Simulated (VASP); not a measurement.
## NaCl: single point with B3LYP

NaCl:

```
Cl Na
1.0
     0.00000    2.79406    2.79406
     2.79406    0.00000    2.79406
     2.79406    2.79406    0.00000
Cl Na
1 1
Direct
  0.50000 0.50000 0.50000
  0.00000 0.00000 0.00000
```

- Program: VASP 6.6.1
- Task: single point
- Functional: B3LYP
- Potentials or basis: VASP PAW PBE potentials, release 64 (Cl, Na_pv)
- Cutoff: 520 eV
- k mesh: 4 × 4 × 4
- Occupations: fermi-dirac, width 0.05 eV
- Spin: no spin polarisation
- Dipole correction: no
- Grid for exact exchange (PRECFOCK): Normal
- Further INCAR settings: ALGO = Normal; EDIFF = 1e-06; NBANDS = 14
- Share of exact exchange: 0.2

The pressure is 1.5 GPa and the band gap on the k mesh is 6.94 eV.

Levels at points of the mesh, in eV from the valence-band top:
```csv
k point,band 3,band 4,band 5,band 6,band 7,band 8,band 9,band 10,band 11,band 12
"(0.00, 0.00, 0.00)",-22.69,-13.68,0.00,0.00,0.00,6.94,12.99,12.99,12.99,15.28
"(0.50, 0.00, 0.00)",-22.69,-13.29,-2.12,-0.30,-0.30,9.09,12.79,12.87,12.87,17.09
"(0.50, 0.50, 0.00)",-22.70,-13.23,-1.84,-0.67,-0.67,9.33,9.84,13.50,16.99,16.99
```

Run time: 4.2 min on 1 thread of Intel(R) Xeon(R) Platinum 8259CL CPU @ 2.50GHz (Skylake/Cascade Lake), on a shared host, peak memory 0.17 GiB.

Caveat: the k points lie up to 0.49 Å⁻¹ apart; the PAW data sets were made with another functional, which shifts forces and pressure a little.
